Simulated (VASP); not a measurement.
A run of VASP 6.6.1 is set up as follows.

INCAR

```
PREC     = Accurate       # precision mode
ENCUT    = 520            # plane-wave cutoff, eV
EDIFF    = 1E-7           # SCF threshold, eV
ISMEAR   = -1             # smearing method
SIGMA    = 0.05           # smearing width, eV
LREAL    = F              # projectors in reciprocal space
LASPH    = T              # aspherical terms in the spheres
NELM     = 60             # most SCF steps
ALGO     = Normal         # electronic algorithm
ISIF     = 2              # what is computed and relaxed
LWAVE    = F              # write WAVECAR
LCHARG   = F              # write CHGCAR
GGA      = RE             # functional
IVDW     = 12             # dispersion correction
NBANDS   = 16             # bands
```

File KPOINTS:

```
Automatic mesh
0
Gamma
  10 10 10
```

The input POSCAR:

```
GaN
1.0
    0.0000000000      2.2561636267      2.2561636267
    2.2561636267      0.0000000000      2.2561636267
    2.2561636267      2.2561636267      0.0000000000
Ga N
1 1
Direct
    0.0000000000      0.0000000000      0.0000000000
    0.2500000000      0.2500000000      0.2500000000
```

Potentials or basis: VASP PAW PBE potentials, release 64 (Ga_d, N).

The run is started by

```console
$ cat potpaw_PBE.64/Ga_d/POTCAR potpaw_PBE.64/N/POTCAR > POTCAR
$ mpirun -np 1 vasp_std > vasp.out
```

(1) What does it give for the band gap on the k mesh?

(2) Estimate the dispersion energy per atom.

Answers

(1) 1.74 eV, direct.

(2) -0.490 eV.
